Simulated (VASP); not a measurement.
# Ru2Br (P4_2/mnm) in VASP: notebook

Runs on Ru2Br. Level: PBE. Tasks: single point, relaxation of cell and atoms.

Everything below comes from runs of VASP 6.6.1. Logs are shortened: lines on timing, memory, paths and dates and some standing lists are left out, and cuts for length are marked.

## Step 1: The cell of the first run

It takes space group P4_2/mnm (No. 136, tetragonal). Conventional cell: a = 5.343 Å, b = 5.343 Å, c = 3.877 Å, α = 90.00°, β = 90.00°, γ = 90.00°. Within 3.1 Å of Ru (site symmetry m2m) lie 3 Br at 2.35 to 2.41 Å and 1 Ru at 2.85 Å. Br (site symmetry mmm) has 6 Ru at 2.35 to 2.41 Å within 3.1 Å.

## Step 2: Single point, PBE

The input, INCAR:

```
PREC     = Accurate       # precision mode
ENCUT    = 520            # plane-wave cutoff, eV
EDIFF    = 1E-6           # SCF threshold, eV
ISMEAR   = 0              # smearing method
SIGMA    = 0.1            # smearing width, eV
LREAL    = F              # projectors in reciprocal space
LASPH    = T              # aspherical terms in the spheres
NELM     = 80             # most SCF steps
ALGO     = Normal         # electronic algorithm
ISIF     = 2              # what is computed and relaxed
LWAVE    = F              # write WAVECAR
LCHARG   = T              # write CHGCAR
GGA      = PE             # functional
LELF     = T              # ELF
LVHAR    = T            
NBANDS   = 44             # bands
```

The input, KPOINTS:

```
regular mesh
0
Gamma
  4 4 6
```

The input, POSCAR:

```
Ru2Br
1.0
    5.3427280732      0.0000000000      0.0000000000
    0.0000000000      5.3427280732      0.0000000000
    0.0000000000      0.0000000000      3.8768382509
Ru Br
4 2
Direct
    0.3113129072      0.3113129072      0.0000000000
    0.1886870928      0.8113129072      0.5000000000
    0.6886870928      0.6886870928      0.0000000000
    0.8113129072      0.1886870928      0.5000000000
    0.0000000000      0.0000000000      0.0000000000
    0.5000000000      0.5000000000      0.5000000000
```

Potentials or basis: VASP PAW PBE potentials, release 64 (Ru_pv, Br).

Run with:

```
cat potpaw_PBE.64/Ru_pv/POTCAR potpaw_PBE.64/Br/POTCAR > POTCAR
mpirun -np 1 vasp_std > vasp.out
```

OUTCAR:

```text
PREC = Accurate
   ENCUT = 520
   EDIFF = 1E-6
   ISMEAR = 0
   LREAL = F
   LASPH = T
   NELM = 80
   ISIF = 2
   GGA = PE

 ion  position               nearest neighbor table
   1  0.311  0.311  0.000-   5 2.35   6 2.41   6 2.41   3 2.85
   2  0.189  0.811  0.500-   6 2.35   5 2.41   5 2.41   4 2.85
   3  0.689  0.689  0.000-   5 2.35   6 2.41   6 2.41   1 2.85
   4  0.811  0.189  0.500-   6 2.35   5 2.41   5 2.41   2 2.85
   5  0.000  0.000  0.000-   1 2.35   3 2.35   2 2.41   4 2.41   2 2.41   4 2.41
   6  0.500  0.500  0.500-   2 2.35   4 2.35   3 2.41   1 2.41   1 2.41   3 2.41

  LATTYP: Found a simple tetragonal cell.
 ALAT       =     5.3427280732
 C/A-ratio  =     0.7256289667

  Lattice vectors:

 A1 = (   5.3427280732,   0.0000000000,   0.0000000000)
 A2 = (   0.0000000000,   5.3427280732,   0.0000000000)
 A3 = (   0.0000000000,   0.0000000000,   3.8768382509)

Analysis of symmetry for initial positions (statically):
=====================================================================
 Subroutine PRICEL returns:
 Original cell was already a primitive cell.

 Routine SETGRP: Setting up the symmetry group for a
 simple tetragonal supercell.

 Subroutine GETGRP returns: Found 16 space group operations
 (whereof  8 operations were pure point group operations)
 out of a pool of 16 trial point group operations.

The static configuration has the point symmetry D_2h.
 The point group associated with its full space group is D_4h.

Analysis of symmetry for dynamics (positions and initial velocities):
=====================================================================
 Subroutine PRICEL returns:
 Original cell was already a primitive cell.

 Routine SETGRP: Setting up the symmetry group for a
 simple tetragonal supercell.

 Subroutine GETGRP returns: Found 16 space group operations
 (whereof  8 operations were pure point group operations)
 out of a pool of 16 trial point group operations.

The dynamic configuration has the point symmetry D_2h.
 The point group associated with its full space group is D_4h.

 Subroutine INISYM returns: Found 16 space group operations
 (whereof  8 operations are pure point group operations),
 and found     1 'primitive' translations

----------------------------------------------------------------------------------------

                                     Primitive cell

  volume of cell :     110.6634

  direct lattice vectors                    reciprocal lattice vectors
     5.342728073  0.000000000  0.000000000     0.187170297  0.000000000  0.000000000
     0.000000000  5.342728073  0.000000000     0.000000000  0.187170297  0.000000000
     0.000000000  0.000000000  3.876838251     0.000000000  0.000000000  0.257942152

  length of vectors
     5.342728073  5.342728073  3.876838251     0.187170297  0.187170297  0.257942152

  position of ions in fractional coordinates (direct lattice)
     0.311312907  0.311312907  0.000000000
     0.188687093  0.811312907  0.500000000
     0.688687093  0.688687093  0.000000000
     0.811312907  0.188687093  0.500000000
     0.000000000  0.000000000  0.000000000
     0.500000000  0.500000000  0.500000000

  ion indices of the primitive-cell ions
   primitive index   ion index
                 1           1
                 2           2
                 3           3
                 4           4
                 5           5
                 6           6

----------------------------------------------------------------------------------------

 KPOINTS: regular mesh

Automatic generation of k-mesh.
 Grid dimensions read from file:
 generate k-points for:    4    4    6

 Generating k-lattice:

  Cartesian coordinates                     Fractional coordinates (reciprocal lattice)
     0.046792574  0.000000000  0.000000000     0.250000000  0.000000000  0.000000000
     0.000000000  0.046792574  0.000000000     0.000000000  0.250000000  0.000000000
     0.000000000  0.000000000  0.042990359     0.000000000  0.000000000  0.166666667

  Length of vectors
     0.046792574  0.046792574  0.042990359

  Shift w.r.t. Gamma in fractional coordinates (k-lattice)
     0.000000000  0.000000000  0.000000000

 Subroutine IBZKPT returns following result:
 ===========================================

 Found     24 irreducible k-points:

 Following reciprocal coordinates:
            Coordinates               Weight
  0.000000  0.000000  0.000000      1.000000
  0.250000  0.000000  0.000000      4.000000
  0.500000  0.000000  0.000000      2.000000
  0.250000  0.250000  0.000000      4.000000
  0.500000  0.250000  0.000000      4.000000
  0.500000  0.500000  0.000000      1.000000
[... 16 lines left out ...]
  0.500000  0.250000  0.500000      4.000000
  0.500000  0.500000  0.500000      1.000000
   k-points           NKPTS =     24   k-points in BZ     NKDIM =     24   number of bands    NBANDS=     44
   number of dos      NEDOS =    301   number of ions     NIONS =      6
[... 38 lines left out ...]
  Fermi-wavevector in a.u.,A,eV,Ry     =   1.405312  2.655656 26.870189  1.974903
  Thomas-Fermi vector in A             =   2.527786
   LORBIT       =      0    0 simple, 1 ext, 2 COOP (PROOUT), +10 PAW based schemes
   GGA     = PE    functional components
   LHFCALC =     F    Hartree Fock is set to
   AEXX    =    0.0000 exact exchange contribution
   IVDW    =     0    specifies the selected vdW correction
   LEPSILON=     F    determine dielectric tensor
   LRPA    =     F    only Hartree local field effects (RPA)
 non-spin polarized calculation
 Gauss-broadening in eV      SIGMA  =   0.10
  energy-cutoff  :      520.00
  volume of cell :      110.66
 maximum number of plane-waves:      3016
 NGX is ok and might be reduce to    40
   NGX = 19   NGY = 19   NGZ = 15

 number of electron      69.9999998 magnetization

 Free energy of the ion-electron system (eV)
  ---------------------------------------------------
  ext. energy  EPLUGINS =         0.00000000
  ---------------------------------------------------
  free energy    TOTEN  =       -30.78238912 eV

  energy without entropy =      -30.74726359  energy(sigma->0) =      -30.76482636

 E-fermi :   8.2939     XC(G=0): -11.5847

 val. band max:        8.2785452940   @ k =   0.0000   0.0000   0.0000
 cond. band min:       8.3075474317   @ k =   0.5000   0.0000   0.5000
 fundamental gap:      0.0290021377
 Fermi energy:         8.2939001055

 k-point     1 :       0.0000    0.0000    0.0000
  band No.  band energies     occupation
      1     -34.4426      2.00000
      2     -34.3347      2.00000
      3     -34.2152      2.00000
      4     -34.2152      2.00000
      5     -34.1483      2.00000
      6     -34.0890      2.00000
[... 36 lines left out ...]
     43      13.6057      0.00000
     44      14.7241      0.00000

 k-point     2 :       0.2500    0.0000    0.0000
  band No.  band energies     occupation
      1     -34.4283      2.00000
      2     -34.3531      2.00000
      3     -34.2133      2.00000
      4     -34.2122      2.00000
      5     -34.1413      2.00000
      6     -34.1027      2.00000
[... 36 lines left out ...]
     43      12.8964      0.00000
     44      14.3486      0.00000

 k-point     3 :       0.5000    0.0000    0.0000
  band No.  band energies     occupation
      1     -34.3925      2.00000
      2     -34.3925      2.00000
      3     -34.2106      2.00000
      4     -34.2106      2.00000
      5     -34.1235      2.00000
      6     -34.1235      2.00000
[... 36 lines left out ...]
     43      13.4053      0.00000
     44      13.4053      0.00000

 k-point     4 :       0.2500    0.2500    0.0000
  band No.  band energies     occupation
      1     -34.4174      2.00000
      2     -34.3641      2.00000
      3     -34.2145      2.00000
      4     -34.2105      2.00000
      5     -34.1352      2.00000
      6     -34.1058      2.00000
[... 882 lines left out ...]
     43      12.8907      0.00000
     44      13.6628      0.00000

 k-point    23 :       0.5000    0.2500    0.5000
  band No.  band energies     occupation
      1     -34.3906      2.00000
      2     -34.3906      2.00000
      3     -34.2192      2.00000
      4     -34.2192      2.00000
      5     -34.1221      2.00000
      6     -34.1221      2.00000
[... 36 lines left out ...]
     43      12.5391      0.00000
     44      12.5391      0.00000

 k-point    24 :       0.5000    0.5000    0.5000
  band No.  band energies     occupation
      1     -34.3959      2.00000
      2     -34.3959      2.00000
      3     -34.2110      2.00000
      4     -34.2110      2.00000
      5     -34.1234      2.00000
      6     -34.1234      2.00000
[... 36 lines left out ...]
     43      13.4546      0.00000
     44      13.4554      0.00000

------------------------ aborting loop because EDIFF is reached ----------------------------------------

  FORCE on cell =-STRESS in cart. coord.  units (eV):
  Direction    XX          YY          ZZ          XY          YZ          ZX
  --------------------------------------------------------------------------------------
  -------------------------------------------------------------------------------------
  Total       -0.0852066     -0.0852066     -0.0519652      0.0000000      0.0000000      0.0000000
  in kB       -1.2336156     -1.2336156     -0.7523492      0.0000000      0.0000000      0.0000000
  external PRESSURE =      -1.0731935 kB  Pullay stress =       0.0000000 kB

 VOLUME and BASIS-vectors are now :
 -----------------------------------------------------------------------------
  energy-cutoff  :      520.00
  volume of cell :      110.66
      direct lattice vectors                 reciprocal lattice vectors
     5.342728073  0.000000000  0.000000000     0.187170297  0.000000000  0.000000000
     0.000000000  5.342728073  0.000000000     0.000000000  0.187170297  0.000000000
     0.000000000  0.000000000  3.876838251     0.000000000  0.000000000  0.257942152

 POSITION                                       TOTAL-FORCE (eV/Angst)
 -----------------------------------------------------------------------------------
      1.66326      1.66326      0.00000         0.013626      0.013626      0.000000
      1.00810      4.33462      1.93842        -0.013626      0.013626      0.000000
      3.67947      3.67947      0.00000        -0.013626     -0.013626     -0.000000
      4.33462      1.00810      1.93842         0.013626     -0.013626     -0.000000
      0.00000      0.00000      0.00000         0.000000     -0.000000      0.000000
      2.67136      2.67136      1.93842         0.000000     -0.000000      0.000000
 -----------------------------------------------------------------------------------
    total drift:                               -0.000000      0.000000     -0.000000

  FREE ENERGIE OF THE ION-ELECTRON SYSTEM (eV)
  ---------------------------------------------------
  free  energy   TOTEN  =       -30.7823891231 eV

  energy  without entropy=      -30.7472635888  energy(sigma->0) =      -30.76482636
```

Wall time 73 s (1 thread of Intel Xeon Platinum 8488C (Sapphire Rapids), shared host); peak memory 0.25 GiB.

What came out:

```yaml
Free_energy: -30.7824 eV
Pressure: -0.1 GPa
Largest_force: 0.019 eV/Å
Band_gap_on_the_k_mesh: zero (bands 35 and 36 overlap by 1.04 eV)
```

Forces on the atoms (eV/Å):
```
Ru   0.014  0.014  0.000
Ru  -0.014  0.014  0.000
Ru  -0.014 -0.014  0.000
Ru   0.014 -0.014  0.000
Br   0.000  0.000  0.000
Br   0.000  0.000  0.000
```

## Step 3: Relaxation of cell and atoms, PBE

This run uses another cell than the first one, of 19.70 Å³/atom.

The input, INCAR:

```
SYSTEM = Ru2Br
ALGO = Normal
EDIFF = 1E-6
EDIFFG = -0.04
ENCUT = 600
GGA = PE
IBRION = 2
ISIF = 3
ISMEAR = 0
LASPH = .True.
LCHARG = .False.
LREAL = .False.
LWAVE = .False.
NELM = 100
NSW = 90
PREC = Accurate
SIGMA = 0.1
```

The input, KPOINTS:

```
k-points
0
Gamma
  4 4 6
  0 0 0
```

The input, POSCAR:

```
Ru2Br
1.0
    5.6823869769      0.0000000000      0.0000000000
    0.0000000000      5.6823869769      0.0000000000
    0.0000000000      0.0000000000      3.6600311416
Ru Br
4 2
Direct
    0.3060000000      0.3060000000      0.0000000000
    0.1940000000      0.8060000000      0.5000000000
    0.6940000000      0.6940000000      0.0000000000
    0.8060000000      0.1940000000      0.5000000000
    0.0000000000      0.0000000000      0.0000000000
    0.5000000000      0.5000000000      0.5000000000
```

Potentials or basis: VASP PAW PBE potentials, release 64 (Ru_pv, Br).

Run with:

```
cat potpaw_PBE.64/Ru_pv/POTCAR potpaw_PBE.64/Br/POTCAR > POTCAR
mpirun -np 1 vasp_std > vasp.out
```

Wall time 13 min (1 thread of Intel Xeon Platinum 8488C (Sapphire Rapids), shared host); peak memory 0.33 GiB.

Results (log left out):

- Free energy: -30.7855 eV
- Relaxed volume: 18.45 Å³/atom
- Relaxed cell: a = 5.348 Å, b = 5.348 Å, c = 3.872 Å, α = 90.00°, β = 90.00°, γ = 90.00°
- Space group after relaxing (to 0.1 Å): P4_2/mnm (No. 136)
- Energy gained by relaxing: 76.6 meV/atom
- Ionic steps: 10
- Pressure after relaxing: -0.1 GPa
- Largest force after relaxing: 0.036 eV/Å
- Band gap on the k mesh: zero (bands 35 and 36 overlap by 1.05 eV)

Forces on the atoms (eV/Å):
```
Ru  -0.025 -0.025  0.000
Ru   0.025 -0.025  0.000
Ru   0.025  0.025  0.000
Ru  -0.025  0.025  0.000
Br   0.000  0.000  0.000
Br   0.000  0.000  0.000
```

Stress tensor (GPa, compression positive):
```
-0.29  0.00  0.00
 0.00 -0.29  0.00
 0.00  0.00  0.18
```

Step by step:
```
step  energy change (eV)  largest force (eV/Å)  pressure (GPa)  volume (Å³)
   1              0.0000                0.2191           -6.54       118.18
   2             -0.2332                0.0332            8.15       104.83
   3             -0.3079                0.1081            2.41       108.84
   4             -0.3976                0.5209            0.63       109.74
   5             -0.3983                0.4730            0.72       109.67
   6             -0.4314                0.3158           -0.83       111.04
   7             -0.4402                0.1661           -2.12       112.31
   8             -0.4564                0.0114           -0.91       111.37
   9             -0.4578                0.0834           -0.39       111.02
  10             -0.4595                0.0358           -0.13       110.73
```

Final structure:
```
Ru Br
1.0
     5.34753    0.00000    0.00000
     0.00000    5.34753    0.00000
     0.00000    0.00000    3.87219
Ru Br
4 2
Cartesian
  1.6667 1.6667 0.0000
  1.0071 4.3404 1.9361
  3.6809 3.6809 0.0000
  4.3404 1.0071 1.9361
  0.0000 0.0000 0.0000
  2.6738 2.6738 1.9361
```

Levels at points of the mesh, in eV from the Fermi level:
```tsv
k point	band 32	band 33	band 34	band 35	band 36	band 37	band 38	band 39
(0.00, 0.00, 0.00)	-0.36	-0.36	0.00	0.07	0.49	0.49	0.53	1.48
(0.50, 0.00, 0.00)	-0.98	-0.60	-0.60	-0.34	-0.34	1.00	1.00	1.51
(0.50, 0.50, 0.00)	-1.03	-1.02	-1.02	-0.85	-0.85	1.65	1.65	2.06
(0.00, 0.00, 0.50)	-0.50	-0.43	-0.43	-0.20	-0.20	0.38	0.38	0.54
(0.50, 0.00, 0.50)	-0.85	-0.48	-0.48	0.01	0.01	0.38	0.38	1.00
(0.50, 0.50, 0.50)	-1.25	-0.85	-0.85	0.18	0.18	0.46	0.46	1.27
```

## Step 4: Single point, PBE

The input, INCAR:

```
ALGO     = Normal         # electronic algorithm
EDIFF    = 1E-6           # SCF threshold, eV
ENCUT    = 520            # plane-wave cutoff, eV
GGA      = PE             # functional
ISIF     = 2              # what is computed and relaxed
ISMEAR   = 0              # smearing method
LASPH    = True           # aspherical terms in the spheres
LCHARG   = True           # write CHGCAR
LELF     = True           # ELF
LREAL    = False          # projectors in reciprocal space
LVHAR    = True         
LWAVE    = False          # write WAVECAR
NBANDS   = 44             # bands
NELM     = 80             # most SCF steps
PREC     = Accurate       # precision mode
SIGMA    = 0.1            # smearing width, eV
```

The input, KPOINTS:

```
k-points
0
Gamma
  8 8 10
```

The input, POSCAR:

```
Ru2Br
1.0
    5.3361070391      0.0000000000      0.0000000000
    0.0000000000      5.3361070391      0.0000000000
    0.0000000000      0.0000000000      3.8801575047
Ru Br
4 2
Direct
    0.3116729083      0.3116729083      0.0000000000
    0.1883270917      0.8116729083      0.5000000000
    0.6883270917      0.6883270917      0.0000000000
    0.8116729083      0.1883270917      0.5000000000
    0.0000000000      0.0000000000      0.0000000000
    0.5000000000      0.5000000000      0.5000000000
```

Run with:

```
cat potpaw_PBE.64/Ru_pv/POTCAR potpaw_PBE.64/Br/POTCAR > POTCAR
mpirun -np 1 vasp_std > vasp.out
```

It took 4.6 min on 1 thread of Intel Xeon Platinum 8488C (Sapphire Rapids), shared host; peak memory 0.44 GiB.

It converged, with:

- Free energy: -30.7794 eV
- Pressure: 0.1 GPa
- Band gap on the k mesh: zero (bands 35 and 36 overlap by 1.28 eV)

Stress tensor (GPa, compression positive):
```
0.11 0.00 0.00
0.00 0.11 0.00
0.00 0.00 0.21
```

Levels at points of the mesh, in eV from the Fermi level:
| k point | band 33 | band 34 | band 35 | band 36 | band 37 | band 38 |
| --- | --- | --- | --- | --- | --- | --- |
| (0.00, 0.00, 0.00) | -0.37 | -0.04 | 0.07 | 0.47 | 0.47 | 0.51 |
| (0.50, 0.00, 0.00) | -0.61 | -0.61 | -0.37 | -0.37 | 0.99 | 0.99 |
| (0.50, 0.50, 0.00) | -1.03 | -1.03 | -0.87 | -0.87 | 1.63 | 1.63 |
| (0.00, 0.00, 0.50) | -0.44 | -0.44 | -0.22 | -0.22 | 0.36 | 0.36 |
| (0.50, 0.00, 0.50) | -0.49 | -0.49 | -0.01 | -0.01 | 0.36 | 0.36 |
| (0.50, 0.50, 0.50) | -0.87 | -0.87 | 0.17 | 0.17 | 0.44 | 0.44 |

## Step 5: Overview

```tsv
task	cell	k mesh	cutoff (eV)	gap on the mesh (eV)	pressure (GPa)	largest force (eV/Å)
single point	a = 5.343, b = 5.343, c = 3.877 Å, 6 atoms, atomic positions A	4 × 4 × 6	520	none	-0.1	0.02
relaxation of cell and atoms	relaxed from a = 5.682, b = 5.682, c = 3.660 Å, 6 atoms, atomic positions B	4 × 4 × 6	600	none	-0.1	0.04
single point	a = 5.336, b = 5.336, c = 3.880 Å, 6 atoms, atomic positions A	8 × 8 × 10	520	none	0.1	-
```

Alike in all rows: level PBE; potentials or basis VASP PAW PBE potentials, release 64 (Ru_pv, Br); no spin polarisation; smearing gaussian 0.1 eV.

Total energies depend on the potentials used, so only differences within one code and one set of settings carry meaning.
